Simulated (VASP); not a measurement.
**SrSn3Te4: single point with PBE**

The system is SrSn3Te4.

```
Sn Te Sr
1.0
    -3.18172    3.18172    6.38635
     3.18172   -3.18172    6.38635
     3.18172    3.18172   -6.38635
Sn Te Sr
3 4 1
Direct
  0.75000 0.25000 0.50000
  0.00000 0.00000 0.00000
  0.25000 0.75000 0.50000
  0.50000 0.00000 0.50000
  0.75595 0.75595 0.00000
  0.00000 0.50000 0.50000
  0.24405 0.24405 0.00000
  0.50000 0.50000 0.00000
```

```json
{
  "Program": "VASP 6.6.1",
  "Task": "single point",
  "Functional": "PBE",
  "Potentials or basis": "VASP PAW PBE potentials, release 64 (Sn_d, Te, Sr_sv)",
  "Cutoff": "520 eV",
  "k mesh": "4 × 4 × 4",
  "Occupations": "gaussian, width 0.01 eV",
  "Spin": "no spin polarisation",
  "Dipole correction": "no",
  "Further INCAR settings": "ALGO = Normal; EDIFF = 1e-06; NBANDS = 48"
}
```

| Item | Value |
| --- | --- |
| Pressure | 2.7 GPa |
| Largest force | 0.050 eV/Å |
| Band gap on the k mesh | 0.21 eV |

Forces on the atoms (eV/Å):
```
Sn   0.000  0.000  0.000
Sn   0.000  0.000  0.000
Sn   0.000  0.000  0.000
Te   0.000  0.000  0.000
Te   0.000  0.000  0.050
Te   0.000  0.000  0.000
Te   0.000  0.000 -0.050
Sr   0.000  0.000  0.000
```

Stress tensor (GPa, compression positive):
```
2.83 0.00 0.00
0.00 2.83 0.00
0.00 0.00 2.31
```

Levels at points of the mesh, in eV from the valence-band top:
```csv
k point,band 34,band 35,band 36,band 37,band 38,band 39,band 40,band 41,band 42,band 43
"(0.00, 0.00, 0.00)",-1.76,-1.64,-1.37,-1.37,-0.67,0.92,1.57,2.44,2.99,2.99
"(0.50, 0.00, 0.00)",-1.96,-1.77,-1.15,-0.99,-0.59,0.79,1.32,1.47,1.57,2.50
"(0.50, 0.50, 0.00)",-1.63,-1.59,-0.72,-0.64,0.00,0.21,0.30,0.52,0.68,1.00
"(0.50, 0.50, 0.50)",-2.84,-2.59,-1.65,-1.65,-1.10,1.61,1.63,1.63,1.88,3.17
```

It took 7 min on 1 thread of Intel Xeon 8259CL, with other jobs on the host, peak memory 0.57 GiB.

Caveat: semilocal functionals underestimate gaps, and a narrow one can read as zero; spin-orbit coupling is left out, which moves the levels of the heavy elements. A k mesh can miss the band edges.
